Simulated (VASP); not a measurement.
GaSb: single point with r2SCAN

Crystal: GaSb.

```xyz
2
Lattice="3.1276 3.1276 0.0000 -3.1276 3.1276 0.0000 0.0000 3.1276 3.0127" Properties=species:S:1:pos:R:3 pbc="T T T"
Ga    0.0000    0.0000    0.0000
Sb    1.5638    4.6914    1.5063
```

This cell differs from its parent crystal: film at in-plane strain +0.02.

| Item | Value |
| --- | --- |
| Program | VASP 6.6.1 |
| Task | single point |
| Functional | r2SCAN |
| Potentials or basis | VASP PAW PBE potentials, release 64 (Ga_d, Sb) |
| Cutoff | 520 eV |
| k mesh | 6 × 6 × 6 |
| Occupations | gaussian, width 0.01 eV |
| Spin | no spin polarisation |
| Dipole correction | no |
| Further INCAR settings | ALGO = Normal; EDIFF = 1e-07; NBANDS = 16 |

```json
{"Pressure": "-1.1 GPa", "Band gap on the k mesh": "0.08 eV, direct"}
```

Stress tensor (GPa, compression positive):
```
-1.66  0.00  0.00
 0.00 -1.66  0.00
 0.00  0.00  0.07
```

Levels at points of the mesh, in eV from the valence-band top:
```tsv
k point	band 6	band 7	band 8	band 9	band 10	band 11	band 12	band 13
(0.00, 0.00, 0.00)	-11.86	-0.21	-0.21	0.00	0.08	2.77	2.90	2.90
(0.50, 0.00, 0.00)	-10.22	-6.57	-1.44	-1.17	0.46	3.78	3.99	6.80
(0.50, 0.50, 0.00)	-9.42	-7.11	-2.67	-2.64	1.11	1.47	8.84	8.84
(0.00, 0.00, 0.50)	-9.28	-6.94	-2.88	-2.88	0.81	1.23	8.94	8.94
```

Wall time 77 s on 1 thread of AMD EPYC 9R45 96-Core Processor (Zen 5), on a shared host, peak memory 0.19 GiB.

Caveat: the cell differs from its parent crystal (film at in-plane strain +0.02); the PAW data sets were made with another functional, which shifts forces and pressure a little; spin-orbit coupling is left out, which moves the levels of the heavy elements. A k mesh can miss the band edges.
